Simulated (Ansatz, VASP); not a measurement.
**TaN in VASP and in Ansatz**

The input INCAR:

```
ALGO = Normal
EDIFF = 1E-7
ENCUT = 520
GGA = PE
ISIF = 2
ISMEAR = -1
LASPH = T
LCHARG = F
LREAL = F
LWAVE = F
NBANDS = 24
NELM = 100
PREC = Accurate
SIGMA = 0.01
```

The input KPOINTS:

```
k-points
0
Gamma
  9 9 5
```

File POSCAR:

```
TaN
1.0
    3.0601340589      0.0000000000      0.0000000000
   -1.5300670295      2.6501538341      0.0000000000
    0.0000000000      0.0000000000      4.9564120807
Ta N
2 2
Direct
    0.3333333333      0.6666666667      0.0000000000
    0.6666666667      0.3333333333      0.5000000000
    0.3333333333      0.6666666667      0.3850000000
    0.6666666667      0.3333333333      0.8850000000
```

Input for Ansatz:

```yaml
crystal:
  lattice:
    - [3.0601340589, 0.0, 0.0]
    - [-1.5300670295, 2.6501538341, 0.0]
    - [0.0, 0.0, 4.9564120807]
  atoms:
    - { symbol: Ta, position: [0.3333333333, 0.6666666667, 0.0] }
    - { symbol: Ta, position: [0.6666666667, 0.3333333333, 0.5] }
    - { symbol: "N", position: [0.3333333333, 0.6666666667, 0.385] }
    - { symbol: "N", position: [0.6666666667, 0.3333333333, 0.885] }
kpoints:
  mp_grid: { grid: [9, 9, 5] }
  band_path:
    path:
      - [0.0, 0.0, 0.0]
      - [0.5, 0.0, 0.0]
      - [0.3333333333, 0.3333333333, 0.0]
      - [0.0, 0.0, 0.0]
      - [0.0, 0.0, 0.5]
      - [0.5, 0.0, 0.5]
      - [0.3333333333, 0.3333333333, 0.5]
      - [0.0, 0.0, 0.5]
      - [0.5, 0.0, 0.5]
    npoints: 5
scf:
  occupations: { method: fermi_dirac, width: 0.01 }
hamiltonian:
  xc: pbe
  pseudopotentials: { kind: all_electron, lapw: { basis_error: 0.001 } }
output:
  forces: true
  stress: true
  eigenvalues: true
```

Change from the starting cell: volume scaled by 1.01.

Alike in both runs: task single point; functional PBE; k mesh 9 × 9 × 5; occupations fermi-dirac, width 0.01 eV; no spin polarisation.

|  | VASP | Ansatz |
| --- | --- | --- |
| version | VASP 6.6.1 | Ansatz 0.2.0 |
| potentials or method | VASP PAW PBE potentials, release 64 (Ta_pv, N), cutoff 520 eV | all-electron LAPW, scalar-relativistic |

|  | VASP | Ansatz | Ansatz less VASP |
| --- | --- | --- | --- |
| pressure (GPa) | 133.1 | 128.0 | -5.10 |
| traceless stress, the component that is largest in VASP (GPa) | -16.13 | -15.49 | +0.642 |
| rms of the force components (eV/Å) | 1.344 | 1.314 | -0.0302 |

Atom by atom the forces differ by 0.030 eV/Å (rms over components). Both programs put the cell under a high pressure, so it lies far from rest at this level. Ansatz ran all-electron here, and VASP with PAW potentials.

Spin-orbit coupling is off throughout. Noted on VASP's run: the cell as given lies far from equilibrium.
